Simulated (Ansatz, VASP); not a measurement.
SrTe in VASP and in Ansatz

Contents of INCAR:

```
SYSTEM = SrTe
  ALGO = Normal
  EDIFF = 1E-8
  ENCUT = 400
  GGA = PE
  GGA_COMPAT = .FALSE.
  ISIF = 2
  ISMEAR = -1
  LASPH = .TRUE.
  LCHARG = .FALSE.
  LEFG = .TRUE.
  LREAL = .FALSE.
  LWAVE = .FALSE.
  NBANDS = 15
  NELM = 120
  PREC = Accurate
  SIGMA = 0.03
```

File KPOINTS:

```
k-points
0
G
  11 11 11
  0 0 0
```

POSCAR

```
SrTe
1.0
    0.0000000000      3.4142569568      3.4142569568
    3.4142569568      0.0000000000      3.4142569568
    3.4142569568      3.4142569568      0.0000000000
Sr Te
1 1
Direct
    0.0000000000      0.0000000000      0.0000000000
    0.5000000000      0.5000000000      0.5000000000
```

Input for Ansatz:

```yaml
crystal:
  lattice:
    - [0.0, 3.4142569568, 3.4142569568]
    - [3.4142569568, 0.0, 3.4142569568]
    - [3.4142569568, 3.4142569568, 0.0]
  atoms:
    - { symbol: Sr, position: [0.0, 0.0, 0.0] }
    - { symbol: Te, position: [0.5, 0.5, 0.5] }
kpoints:
  mp_grid: { grid: [11, 11, 11] }
scf:
  occupations: { method: fermi_dirac, width: 0.03 }
hamiltonian:
  xc: pbe
  pseudopotentials: { kind: paw }
output:
  forces: true
  stress: true
  eigenvalues: true
  efg: { contact_densities: true }
  write_density: true
  write_potential: true
  elf: true
  volumetric_format: npy
```

Change from the starting cell: volume scaled by 1.05, PAW files.

Alike in both runs: task electric field gradients; functional PBE; k mesh 11 × 11 × 11; occupations fermi-dirac, width 0.03 eV; no spin polarisation.

|  | VASP | Ansatz |
| --- | --- | --- |
| version | VASP 6.6.1 | Ansatz 0.2.0 |
| potentials or method | VASP PAW PBE potentials, release 64 (Sr_sv, Te) | PAW with Ansatz's default frozen-core files, scalar-relativistic |
| plane-wave cutoff (eV) | 400 | 420 |
| valence electrons in the cell | 16 | 26 |

|  | VASP | Ansatz | Ansatz less VASP |
| --- | --- | --- | --- |
| gap on the k mesh at the Fermi level (eV) | 1.89 | 1.91 | +0.021 |
| pressure (GPa) | -1.4 | -1.4 | -0.05 |

With one functional, cell and mesh, what is left measures potentials, basis and numerics. VASP's potentials hold 16 valence electrons a cell and Ansatz's 26, so a difference there can come from the potentials and not from the codes.

Neither program's run includes spin-orbit coupling.
